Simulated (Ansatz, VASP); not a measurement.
## One calculation of Al6N, two programs

File INCAR:

```
SYSTEM = Al6N
PREC = Accurate
ENCUT = 520
EDIFF = 1E-6
ISMEAR = 0
SIGMA = 0.1
LREAL = .FALSE.
LASPH = .TRUE.
NELM = 80
ALGO = Normal
ISIF = 2
LWAVE = .FALSE.
LCHARG = .FALSE.
LDIPOL = .TRUE.
IDIPOL = 3
DIPOL = 0.5 0.5 0.299
GGA = PE
NBANDS = 36
```

The input KPOINTS:

```
regular mesh
0
G
  5 5 1
  0 0 0
```

Contents of POSCAR:

```
Al6N
1.0
    5.7143028096      0.0000000000      0.0000000000
    0.0000000000      5.7143028096      0.0000000000
    0.0000000000      0.0000000000     22.1750227687
Al N
12 2
Direct
    0.2500000000      0.2500000000      0.1803831293
    0.2500000000      0.7500000000      0.1803831293
    0.7500000000      0.2500000000      0.1803831293
    0.7500000000      0.7500000000      0.1803831293
    0.0000000000      0.0000000000      0.2744094920
    0.0000000000      0.5000000000      0.2744094920
    0.5000000000      0.0000000000      0.2744094920
    0.5000000000      0.5000000000      0.2744094920
    0.2500000000      0.2500000000      0.3686590473
    0.2500000000      0.7500000000      0.3686590473
    0.7500000000      0.2500000000      0.3686590473
    0.7500000000      0.7500000000      0.3686590473
    0.4037502879      0.5000000000      0.4480276242
    0.5962497121      0.5000000000      0.4480276242
```

Input for Ansatz:

```yaml
crystal:
  lattice:
    - [5.7143028096, 0.0, 0.0]
    - [0.0, 5.7143028096, 0.0]
    - [0.0, 0.0, 22.1750227687]
  atoms:
    - { symbol: Al, position: [0.25, 0.25, 0.1803831293] }
    - { symbol: Al, position: [0.25, 0.75, 0.1803831293] }
    - { symbol: Al, position: [0.75, 0.25, 0.1803831293] }
    - { symbol: Al, position: [0.75, 0.75, 0.1803831293] }
    - { symbol: Al, position: [0.0, 0.0, 0.274409492] }
    - { symbol: Al, position: [0.0, 0.5, 0.274409492] }
    - { symbol: Al, position: [0.5, 0.0, 0.274409492] }
    - { symbol: Al, position: [0.5, 0.5, 0.274409492] }
    - { symbol: Al, position: [0.25, 0.25, 0.3686590473] }
    - { symbol: Al, position: [0.25, 0.75, 0.3686590473] }
    - { symbol: Al, position: [0.75, 0.25, 0.3686590473] }
    - { symbol: Al, position: [0.75, 0.75, 0.3686590473] }
    - { symbol: "N", position: [0.4037502879, 0.5, 0.4480276242] }
    - { symbol: "N", position: [0.5962497121, 0.5, 0.4480276242] }
basis:
  ecutwfc: 420
kpoints:
  mp_grid: { grid: [5, 5, 1] }
hamiltonian:
  xc: pbe
scf:
  occupations: { method: gaussian, width: 0.1 }
output:
  forces: true
  eigenvalues: true
efield:
  axis: 3
  dipole_correction: true
  ramp_width: 0.04
```

Alike in both runs: task single point; functional PBE; k mesh 5 × 5 × 1; occupations gaussian, width 0.1 eV; no spin polarisation.

```csv
,VASP,Ansatz
version,VASP 6.6.1,Ansatz 0.2.0
potentials or method,"VASP PAW PBE potentials, release 64 (Al, N), cutoff 520 eV","scalar-relativistic, plane waves, PAW"
valence electrons in the cell,46,46
```

```tsv
	VASP	Ansatz	Ansatz less VASP
gap on the k mesh at the Fermi level (eV)	none	none	-
rms of the force components (eV/Å)	1.961	1.568	-0.3927
```

Atom by atom the forces differ by 0.399 eV/Å (rms over components). A gap of «none» marks a metal or a gap that the smearing closes.

Noted on VASP's run: the standard files for N, O and F lose accuracy on very short bonds.
